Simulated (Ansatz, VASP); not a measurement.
## Two plane-wave programs on Ta3B2N

```
Ta B N
1.0
     2.80174    1.61758    2.71756
    -2.80174    1.61758    2.71756
     0.00000   -3.23517    2.71756
Ta B N
3 2 1
Direct
  0.00000 0.50000 0.00000
  0.50000 0.00000 0.00000
  0.00000 0.00000 0.50000
  0.60364 0.60364 0.60364
  0.39636 0.39636 0.39636
  0.00000 0.00000 0.00000
```

Change from the starting cell: species swapped into the Li2GaCu3 type (R-3m, No. 166).

Alike in both runs: task single point; functional PBE; k mesh 6 × 6 × 6; occupations gaussian, width 0.1 eV; collinear spin.

```csv
,VASP,Ansatz
version,VASP 6.6.1,Ansatz 0.2.0
potentials or method,"VASP PAW PBE potentials, release 64 (Ta_pv, B, N), cutoff 520 eV","scalar-relativistic, plane waves, PAW"
valence electrons in the cell,44,50
```

```tsv
	VASP	Ansatz	Ansatz less VASP
gap on the k mesh at the Fermi level (eV)	none	none	-
pressure (GPa)	0.5	0.1	-0.44
traceless stress, the component that is largest in VASP (GPa)	-0.04	-0.09	-0.044
net moment per atom (μB)	0.00	0.00	0.000
```

A gap of «none» marks a metal or a gap that the smearing closes. The functional is the same, so the differences come from potentials, cutoffs and numerics. VASP's potentials hold 44 valence electrons a cell and Ansatz's 50, so a difference there can come from the potentials and not from the codes. Ansatz's warnings: seeded moment not kept.

Spin-orbit coupling is off throughout.
